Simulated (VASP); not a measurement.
Wanted: the native input for a VASP 6.6.1 run.

```yaml
Task: relaxation of cell and atoms
Functional: RPBE
Dispersion: D4
Potentials_or_basis: VASP PAW PBE potentials, release 64 (Co, O)
Cutoff: 600 eV
k_mesh: 11 × 11 × 11
Occupations: fermi-dirac, width 0.05 eV
Spin: collinear spin, ferromagnetic start
Starting_moments: "[2.0, 0.0] μB"
Dipole_correction: no
Further_INCAR_settings: ALGO = Normal; EDIFF = 1e-07; IBRION = 2; EDIFFG = -0.01; NSW = 60; ISIF = 3
```

The structure of CoO lies in POSCAR:

```
CoO
1.0
    0.0000000000      2.1315000000      2.1315000000
    2.1315000000      0.0000000000      2.1315000000
    2.1315000000      2.1315000000      0.0000000000
Co O
1 1
Direct
    0.0000000000      0.0000000000      0.0000000000
    0.5000000000      0.5000000000      0.5000000000
```

These files were run (other wordings do the same):

INCAR

```
SYSTEM = CoO
PREC = Accurate
ENCUT = 600
EDIFF = 1E-7
ISMEAR = -1
SIGMA = 0.05
LREAL = .FALSE.
LASPH = .TRUE.
NELM = 150
ALGO = Normal
ISIF = 3
LWAVE = .FALSE.
LCHARG = .FALSE.
ISPIN = 2
MAGMOM = 2 0
LORBIT = 11
LMAXMIX = 4
GGA = RP
IVDW = 13
IBRION = 2
NSW = 60
EDIFFG = -0.01
```

KPOINTS

```
regular mesh
0
G
  11 11 11
  0 0 0
```

Potentials or basis: VASP PAW PBE potentials, release 64 (Co, O).

Run with:

```sh
$ cat potpaw_PBE.64/Co/POTCAR potpaw_PBE.64/O/POTCAR > POTCAR
$ mpirun -np 1 vasp_std > vasp.out
```

Results of the run:

- Relaxed volume: 9.49 Å³/atom
- Relaxed cell: a = 2.994 Å, b = 2.994 Å, c = 2.994 Å, α = 60.00°, β = 60.00°, γ = 60.00°
- Space group after relaxing (to 0.05 Å): Fm-3m (No. 225)
- Energy gained by relaxing: 2.0 meV/atom
- Ionic steps: 3
- Pressure after relaxing: 0.0 GPa
- Net moment: 2.88 μB per cell
- Site moments: Co +2.55; O +0.29 μB
- Valence electrons inside the program's atomic spheres: Co 7.82; O 5.00
- Dispersion energy per atom: -0.600 eV

Caveat: the PAW data sets were made with another functional, which shifts forces and pressure a little; a cell with one magnetic atom can't hold antiferromagnetic order, which such compounds often take; pairwise dispersion overbinds metals, which lowers pressure and volume.

Wall time 85 s on 1 thread of Intel(R) Xeon(R) Platinum 8259CL CPU @ 2.50GHz (Skylake/Cascade Lake), on a shared host, peak memory 0.17 GiB.
